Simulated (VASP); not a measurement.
A run of VASP 6.6.1 is set up as follows.

Contents of INCAR:

```
SYSTEM = Bi2Se3
PREC     = Accurate       ! precision mode
ENCUT    = 520            ! plane-wave cutoff, eV
EDIFF    = 1E-7           ! SCF threshold, eV
ISMEAR   = -1             ! smearing method
SIGMA    = 0.05           ! smearing width, eV
LREAL    = .False.        ! projectors in reciprocal space
LASPH    = .True.         ! aspherical terms in the spheres
NELM     = 80             ! most SCF steps
ALGO     = Normal         ! electronic algorithm
ISIF     = 2              ! what is computed and relaxed
LWAVE    = .False.        ! write WAVECAR
LCHARG   = .False.        ! write CHGCAR
GGA      = B5             ! functional
ALDAX    = 1.0          
AGGAX    = 1.0          
AGGAC    = 1.0          
ALDAC    = 0.0          
NBANDS   = 32             ! bands
```

File KPOINTS:

```
regular mesh
0
Gamma
  8 8 8
  0 0 0
```

POSCAR

```
Bi2Se3
1.0
    2.0715000000      1.1959810826      9.5453333333
   -2.0715000000      1.1959810826      9.5453333333
    0.0000000000     -2.3919621653      9.5453333333
Bi Se
2 3
Direct
    0.5992000000      0.5992000000      0.5992000000
    0.4008000000      0.4008000000      0.4008000000
    0.7883000000      0.7883000000      0.7883000000
    0.2117000000      0.2117000000      0.2117000000
    0.0000000000      0.0000000000      0.0000000000
```

Potentials or basis: VASP PAW PBE potentials, release 64 (Bi_d, Se).

Run with:

```bash
$ cat potpaw_PBE.64/Bi_d/POTCAR potpaw_PBE.64/Se/POTCAR > POTCAR
$ mpirun -np 1 vasp_std > vasp.out
```

Q: Estimate the pressure.

A: 6.5 GPa.

Q: What does it give for the largest force?

A: 0.344 eV/Å.

Stress tensor (GPa, compression positive):
```
6.66 0.00 0.00
0.00 6.66 0.00
0.00 0.00 6.29
```

Caveat: the PAW data sets were made with another functional, which shifts forces and pressure a little.
